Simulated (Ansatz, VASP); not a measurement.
**One calculation of Si3Sb2, two programs**

```
CELL_PARAMETERS angstrom
1.85096 1.06865 8.58015
-1.85096 1.06865 8.58015
0.00000 -2.13731 8.58015
ATOMIC_POSITIONS crystal
Si 0.00000 0.00000 0.00000
Si 0.20950 0.20950 0.20950
Si 0.79050 0.79050 0.79050
Sb 0.40000 0.40000 0.40000
Sb 0.60000 0.60000 0.60000
```

Alike in both runs: task relaxation of cell and atoms; functional PBE; k mesh 6 × 6 × 6; occupations gaussian, width 0.1 eV; no spin polarisation.

|  | VASP | Ansatz |
| --- | --- | --- |
| version | VASP 6.6.1 | Ansatz 0.2.0 |
| potentials or method | VASP PAW PBE potentials, release 64 (Si, Sb), cutoff 600 eV | scalar-relativistic, plane waves, PAW |
| valence electrons in the cell | 22 | 42 |

```tsv
	VASP	Ansatz	Ansatz less VASP
gap on the k mesh at the Fermi level, each at its own relaxed structure (eV)	none	none	-
relaxed volume (Å³/atom)	21.47	21.46	-0.010
relaxed cell length with the largest relative difference (Å)	8.602	8.599	-0.0024
```

A gap of «none» marks a metal or a gap that the smearing closes. VASP's potentials hold 22 valence electrons a cell and Ansatz's 42, so a difference there can come from the potentials and not from the codes.

Neither program's run includes spin-orbit coupling.
